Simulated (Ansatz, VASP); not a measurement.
# Ca: VASP beside Ansatz

```
Ca
1.0
     9.17827    0.00000    0.00000
     0.00000    9.17827    0.00000
     0.00000    0.00000    3.55766
Ca
6
Direct
  0.50000 0.50000 0.00000
  0.00000 0.00000 0.00000
  0.85358 0.64642 0.00000
  0.14642 0.35358 0.00000
  0.64642 0.14642 0.00000
  0.35358 0.85358 0.00000
```

Alike in both runs: functional PBE; k mesh 4 × 4 × 10; occupations gaussian, width 0.1 eV; no spin polarisation.

Ansatz relaxed the structure, and its values are those at the end. VASP's run is a single point on that final structure, the one shown.

|  | VASP | Ansatz |
| --- | --- | --- |
| version | VASP 6.6.1 | Ansatz 0.2.0 |
| potentials or method | VASP PAW PBE potentials, release 64 (Ca_sv), cutoff 520 eV | scalar-relativistic, plane waves, PAW |
| valence electrons in the cell | 60 | 60 |

|  | VASP | Ansatz | Ansatz less VASP |
| --- | --- | --- | --- |
| gap on the k mesh at the Fermi level (eV) | none | none | - |
| pressure (GPa) | 0.0 | 0.0 | 0.00 |

A gap of «none» marks a metal or a gap that the smearing closes. With one functional, cell and mesh, what is left measures potentials, basis and numerics.
